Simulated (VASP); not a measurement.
# TaN (P-1) in VASP: single point with PBE

Aim: the single point of TaN with PBE.

Program: VASP 6.6.1. These are calculated values, not measurements. Logs are shortened: lines on timing, memory, paths and dates and some standing lists are left out, and cuts for length are marked.

**1. The cell of the first run**

The typed cell holds 6 atoms: a = 5.186 Å, b = 5.253 Å, c = 2.909 Å, α = 90.62°, β = 91.71°, γ = 121.27°.

**2. Single point, PBE (equal xy, yz and zx shear strains of -3 %)**

INCAR reads:

```
PREC     = Accurate       # precision mode
ENCUT    = 520            # plane-wave cutoff, eV
EDIFF    = 1E-6           # SCF threshold, eV
ISMEAR   = -1             # smearing method
SIGMA    = 0.03           # smearing width, eV
LREAL    = False          # projectors in reciprocal space
LASPH    = True           # aspherical terms in the spheres
NELM     = 80             # most SCF steps
ALGO     = Normal         # electronic algorithm
ISIF     = 2              # what is computed and relaxed
LWAVE    = False          # write WAVECAR
LCHARG   = False          # write CHGCAR
GGA      = PE             # functional
NBANDS   = 33             # bands
```

KPOINTS reads:

```
regular mesh
0
Gamma
  5 5 8
```

POSCAR reads:

```
TaN
1.0
    5.1849992558     -0.0777749888     -0.0777749888
   -2.6598547440      4.5292285685     -0.0284676217
   -0.0436200000     -0.0436200000      2.9080000000
Ta N
3 3
Direct
    0.0000000000      0.0000000000      0.0000000000
    0.3333333333      0.6666666667      0.5000000000
    0.6666666667      0.3333333333      0.5000000000
    0.5000000000      0.0000000000      0.0000000000
    0.5000000000      0.5000000000      0.0000000000
    0.0000000000      0.5000000000      0.0000000000
```

Potentials or basis: VASP PAW PBE potentials, release 64 (Ta_pv, N).

Started as:

```sh
cat potpaw_PBE.64/Ta_pv/POTCAR potpaw_PBE.64/N/POTCAR > POTCAR
mpirun -np 1 vasp_std > vasp.out
```

OUTCAR:

```text
PREC = Accurate
   ENCUT = 520
   EDIFF = 1E-6
   ISMEAR = -1
   LREAL = False
   LASPH = True
   NELM = 80
   ISIF = 2
   GGA = PE

 ion  position               nearest neighbor table
   1  0.000  0.000  0.000-   5 2.56   5 2.56   4 2.59   4 2.59   6 2.63   6 2.63   2 3.24   3 3.24
                             3 3.29   2 3.29   2 3.35   3 3.35   2 3.35   3 3.35   2 3.37   3 3.37
   2  0.333  0.667  0.500-   6 2.03   4 2.06   5 2.09   5 2.11   6 2.12   4 2.12   3 2.96   3 2.99
                             3 3.03   1 3.24   1 3.29   1 3.35   1 3.35   1 3.37   1 3.38
   3  0.667  0.333  0.500-   6 2.03   4 2.06   5 2.09   5 2.11   6 2.12   4 2.12   2 2.96   2 2.99
                             2 3.03   1 3.24   1 3.29   1 3.35   1 3.35   1 3.37   1 3.38
   4  0.500  0.000  0.000-   3 2.06   2 2.06   2 2.12   3 2.12   1 2.59   1 2.59
   5  0.500  0.500  0.000-   3 2.09   2 2.09   2 2.11   3 2.11   1 2.56   1 2.56
   6  0.000  0.500  0.000-   2 2.03   3 2.03   2 2.12   3 2.12   1 2.63   1 2.63

  LATTYP: Found a triclinic cell.
 ALAT       =     5.1188945359
 B/A-ratio  =     1.0131417463
 C/A-ratio  =     0.5682192133
 COS(alpha) =     0.0297616073
 COS(beta)  =     0.0411893908
 COS(gamma) =     0.4804578458

  Lattice vectors:

 A1 = (   2.5251445118,   4.4514535797,  -0.1062426105)
 A2 = (   5.1849992558,  -0.0777749888,  -0.0777749888)
 A3 = (   0.0436200000,   0.0436200000,  -2.9080000000)

Analysis of symmetry for initial positions (statically):
=====================================================================
 Subroutine PRICEL returns:
 Original cell was already a primitive cell.

 Routine SETGRP: Setting up the symmetry group for a
 triclinic supercell.

 Subroutine GETGRP returns: Found  2 space group operations
 (whereof  2 operations were pure point group operations)
 out of a pool of  2 trial point group operations.

The static configuration has the point symmetry S_2 .

Analysis of symmetry for dynamics (positions and initial velocities):
=====================================================================
 Subroutine PRICEL returns:
 Original cell was already a primitive cell.

 Routine SETGRP: Setting up the symmetry group for a
 triclinic supercell.

 Subroutine GETGRP returns: Found  2 space group operations
 (whereof  2 operations were pure point group operations)
 out of a pool of  2 trial point group operations.

The dynamic configuration has the point symmetry S_2 .

 Subroutine INISYM returns: Found  2 space group operations
 (whereof  2 operations are pure point group operations),
 and found     1 'primitive' translations

----------------------------------------------------------------------------------------

                                     Primitive cell

  volume of cell :      67.6591

  direct lattice vectors                    reciprocal lattice vectors
     5.184999256 -0.077774989 -0.077774989     0.194648671  0.114339368  0.004634821
    -2.659854744  4.529228568 -0.028467622     0.003392924  0.222802020  0.003392924
    -0.043620000 -0.043620000  2.908000000     0.005239129  0.005239129  0.344036128

  length of vectors
     5.186165749  5.252575472  2.908654226     0.225794327  0.222853683  0.344115903

  position of ions in fractional coordinates (direct lattice)
     0.000000000  0.000000000  0.000000000
     0.333333333  0.666666667  0.500000000
     0.666666667  0.333333333  0.500000000
     0.500000000  1.000000000  1.000000000
     0.500000000  0.500000000  1.000000000
     1.000000000  0.500000000  1.000000000

  ion indices of the primitive-cell ions
   primitive index   ion index
                 1           1
                 2           2
                 3           3
                 4           4
                 5           5
                 6           6

----------------------------------------------------------------------------------------

 KPOINTS: regular mesh

Automatic generation of k-mesh.
 Grid dimensions read from file:
 generate k-points for:    5    5    8

 Generating k-lattice:

  Cartesian coordinates                     Fractional coordinates (reciprocal lattice)
     0.038929734  0.022867874  0.000926964     0.200000000 -0.000000000  0.000000000
     0.000678585  0.044560404  0.000678585     0.000000000  0.200000000  0.000000000
     0.000654891  0.000654891  0.043004516    -0.000000000 -0.000000000  0.125000000

  Length of vectors
     0.045158865  0.044570737  0.043014488

  Shift w.r.t. Gamma in fractional coordinates (k-lattice)
     0.000000000  0.000000000  0.000000000

 Subroutine IBZKPT returns following result:
 ===========================================

 Found    101 irreducible k-points:

 Following reciprocal coordinates:
            Coordinates               Weight
  0.000000  0.000000  0.000000      1.000000
  0.200000 -0.000000  0.000000      2.000000
  0.400000  0.000000  0.000000      2.000000
 -0.000000  0.200000  0.000000      2.000000
  0.200000  0.200000  0.000000      2.000000
  0.400000  0.200000  0.000000      2.000000
[... 16 lines left out ...]
 -0.200000  0.200000  0.125000      2.000000
 -0.000000  0.400000  0.125000      2.000000
 [... further k-points ...]
   k-points           NKPTS =    101   k-points in BZ     NKDIM =    101   number of bands    NBANDS=     33
   number of dos      NEDOS =    301   number of ions     NIONS =      6
   total plane-waves  NPLWV =  38400
   dimension x,y,z NGX =    40 NGY =   40 NGZ =   24
   dimension x,y,z NGXF=    80 NGYF=   80 NGZF=   48
   ions per type =               3   3
   NGX,Y,Z   is equivalent  to a cutoff of  12.82, 12.66, 13.72 a.u.
   NGXF,Y,Z  is equivalent  to a cutoff of  25.64, 25.32, 27.43 a.u.
 SYSTEM =  unknown system
   PREC   = accura    normal or accurate (medium, high low for compatibility)
   ISTART =      0    job   : 0-new  1-cont  2-samecut
   ICHARG =      2    charge: 1-file 2-atom 10-const
   ISPIN  =      1    spin polarized calculation?
   LNONCOLLINEAR =      F non collinear calculations
   LSORBIT =      F    spin-orbit coupling
   LASPH  =      T    aspherical Exc in radial PAW
   ENCUT  =  520.0 eV  38.22 Ry    6.18 a.u.   9.64  9.77  5.41*2*pi/ulx,y,z
   NELM   =     80;   NELMIN=  2; NELMDL= -5     # of ELM steps
   EDIFF  = 0.1E-05   stopping-criterion for ELM
   LREAL  =      F    real-space projection
   EDIFFG = 0.1E-04   stopping-criterion for IOM
   NSW    =      0    number of steps for IOM
   IBRION =     -1    ionic relax: 0-MD 1-quasi-New 2-CG
   NFREE  =      0    steps in history (QN), initial steepest desc. (CG)
   ISIF   =      2    stress and relaxation
   ISYM   =      2    0-nonsym 1-usesym 2-fastsym
   POTIM  = 0.5000    time-step for ionic-motion
   TEBEG  =    0.0;   TEEND  =   0.0 temperature during run
   PSTRESS=    0.0 pullay stress
   NELECT =      48.0000    total number of electrons
   NUPDOWN=      -1.0000    fix difference up-down
   EMIN   =  10.00;   EMAX   =-10.00  energy-range for DOS
   EFERMI =   0.00;   METHOD = LEGACY
   ISMEAR =    -1;   SIGMA  =   0.03  broadening in eV -4-tet -1-fermi 0-gaus
   EFERMI_NEDOS =   21; number of points for ismear=-14 and -15
   IALGO  =     38    algorithm
   IMIX   =      4    mixing-type and parameters
     AMIX     =   0.40;   BMIX     =  1.00
     AMIX_MAG =   1.60;   BMIX_MAG =  1.00
  volume/ion in A,a.u.               =      11.28        76.10
  Fermi-wavevector in a.u.,A,eV,Ry     =   1.460091  2.759171 29.005781  2.131865
  Thomas-Fermi vector in A             =   2.576581
   LORBIT       =      0    0 simple, 1 ext, 2 COOP (PROOUT), +10 PAW based schemes
   GGA     = PE    functional components
   LHFCALC =     F    Hartree Fock is set to
   AEXX    =    0.0000 exact exchange contribution
   IVDW    =     0    specifies the selected vdW correction
   LEPSILON=     F    determine dielectric tensor
   LRPA    =     F    only Hartree local field effects (RPA)
 non-spin polarized calculation
  energy-cutoff  :      520.00
  volume of cell :       67.66
 maximum number of plane-waves:      1836
   NGX = 19   NGY = 19   NGZ = 11

 number of electron      47.9999997 magnetization

 Free energy of the ion-electron system (eV)
  ---------------------------------------------------
  ext. energy  EPLUGINS =         0.00000000
  ---------------------------------------------------
  free energy    TOTEN  =       -64.61244775 eV

  energy without entropy =      -64.60959327  energy(sigma->0) =      -64.61102051

 E-fermi :   8.2547     XC(G=0): -13.0590

 val. band max:        8.2412104991   @ k =   0.0000   0.0000   0.2500
 cond. band min:       8.2716099099   @ k =   0.0000   0.2000   0.3750
 fundamental gap:      0.0303994108
 Fermi energy:         8.2547479811

 k-point     1 :       0.0000    0.0000    0.0000
  band No.  band energies     occupation
      1     -27.9940      2.00000
      2     -27.9689      2.00000
      3     -27.5947      2.00000
      4     -27.5800      2.00000
      5     -27.3653      2.00000
      6     -27.2615      2.00000
[... 25 lines left out ...]
     32      11.4554      0.00000
     33      11.5031      0.00000

 k-point     2 :       0.2000   -0.0000    0.0000
  band No.  band energies     occupation
      1     -28.0003      2.00000
      2     -27.9792      2.00000
      3     -27.5584      2.00000
      4     -27.5480      2.00000
      5     -27.3533      2.00000
      6     -27.2825      2.00000
[... 25 lines left out ...]
     32      11.5979      0.00000
     33      11.8437      0.00000

 k-point     3 :       0.4000    0.0000    0.0000
  band No.  band energies     occupation
      1     -28.0392      2.00000
      2     -27.9112      2.00000
      3     -27.6124      2.00000
      4     -27.4972      2.00000
      5     -27.3238      2.00000
      6     -27.2964      2.00000
[... 25 lines left out ...]
     32      11.7649      0.00000
     33      12.0930      0.00000

 k-point     4 :      -0.0000    0.2000    0.0000
  band No.  band energies     occupation
      1     -28.0135      2.00000
      2     -27.9591      2.00000
      3     -27.5725      2.00000
      4     -27.5451      2.00000
      5     -27.3538      2.00000
      6     -27.2908      2.00000
[... 25 lines left out ...]
     32      11.5810      0.00000
     33      11.8165      0.00000

 k-point     5 :       0.2000    0.2000    0.0000
  band No.  band energies     occupation
      1     -28.0259      2.00000
      2     -27.9369      2.00000
      3     -27.5988      2.00000
      4     -27.4952      2.00000
      5     -27.3323      2.00000
      6     -27.2955      2.00000
[... 604 lines left out ...]
 k-point    22 :      -0.4000    0.2000    0.1250
  band No.  band energies     occupation
      1     -28.0040      2.00000
      2     -27.8967      2.00000
      3     -27.5987      2.00000
      4     -27.4906      2.00000
      5     -27.4736      2.00000
      6     -27.3999      2.00000
[... 25 lines left out ...]
     32      11.9127      0.00000
     33      12.1425      0.00000

 k-point    23 :      -0.2000    0.2000    0.1250
  band No.  band energies     occupation
      1     -27.9922      2.00000
      2     -27.9239      2.00000
      3     -27.5674      2.00000
      4     -27.5307      2.00000
      5     -27.4953      2.00000
      6     -27.3736      2.00000
[... 25 lines left out ...]
     32      11.5435      0.00000
     33      12.0206      0.00000

 k-point    24 :      -0.0000    0.4000    0.1250
  band No.  band energies     occupation
      1     -28.0225      2.00000
      2     -27.8637      2.00000
      3     -27.6203      2.00000
      4     -27.4836      2.00000
      5     -27.4628      2.00000
      6     -27.4017      2.00000
[... 25 lines left out ...]
     32      11.8159      0.00000
     33      12.0834      0.00000

 [... further k-points ...]

------------------------ aborting loop because EDIFF is reached ----------------------------------------

  FORCE on cell =-STRESS in cart. coord.  units (eV):
  Direction    XX          YY          ZZ          XY          YZ          ZX
  --------------------------------------------------------------------------------------
  -------------------------------------------------------------------------------------
  Total        4.8435065      4.9971994      5.5331684      1.6572808      2.7644687      2.7740900
  in kB      114.6949299    118.3344001    131.0262230     39.2446469     65.4630156     65.6908508
  external PRESSURE =     121.3518510 kB  Pullay stress =       0.0000000 kB

 VOLUME and BASIS-vectors are now :
 -----------------------------------------------------------------------------
  energy-cutoff  :      520.00
  volume of cell :       67.66
      direct lattice vectors                 reciprocal lattice vectors
     5.184999256 -0.077774989 -0.077774989     0.194648671  0.114339368  0.004634821
    -2.659854744  4.529228568 -0.028467622     0.003392924  0.222802020  0.003392924
    -0.043620000 -0.043620000  2.908000000     0.005239129  0.005239129  0.344036128

 POSITION                                       TOTAL-FORCE (eV/Angst)
 -----------------------------------------------------------------------------------
      0.00000      0.00000      0.00000         0.000000     -0.000000      0.000000
     -0.06671      2.97175      1.40910         0.520261     -0.000066      0.070541
      2.54824      1.43608      1.39266        -0.520261      0.000066     -0.070541
      2.59250     -0.03889     -0.03889         0.000000     -0.000000      0.000000
      1.26257      2.22573     -0.05312         0.000000     -0.000000      0.000000
     -1.32993      2.26461     -0.01423         0.000000     -0.000000      0.000000
 -----------------------------------------------------------------------------------
    total drift:                               -0.000000      0.000000     -0.000000

  FREE ENERGIE OF THE ION-ELECTRON SYSTEM (eV)
  ---------------------------------------------------
  free  energy   TOTEN  =       -64.6124477462 eV

  energy  without entropy=      -64.6095932677  energy(sigma->0) =      -64.61102051
```

It took 1.8 min on 1 thread of Intel Xeon 6975P-C (Granite Rapids), shared host; peak memory 0.31 GiB.

What came out:

- Free energy: -64.6124 eV
- Pressure: 12.1 GPa
- Largest force: 0.525 eV/Å
- Band gap on the k mesh: zero (bands 24 and 25 overlap by 1.75 eV)

Forces on the atoms (eV/Å):
```
Ta   0.000  0.000  0.000
Ta   0.520  0.000  0.071
Ta  -0.520  0.000 -0.071
N    0.000  0.000  0.000
N    0.000  0.000  0.000
N    0.000  0.000  0.000
```

Caveat: the cell differs from its parent crystal (equal xy, yz and zx shear strains of -3 %); the cell stands under pressure; spin-orbit coupling is left out, which moves the levels of the heavy elements.
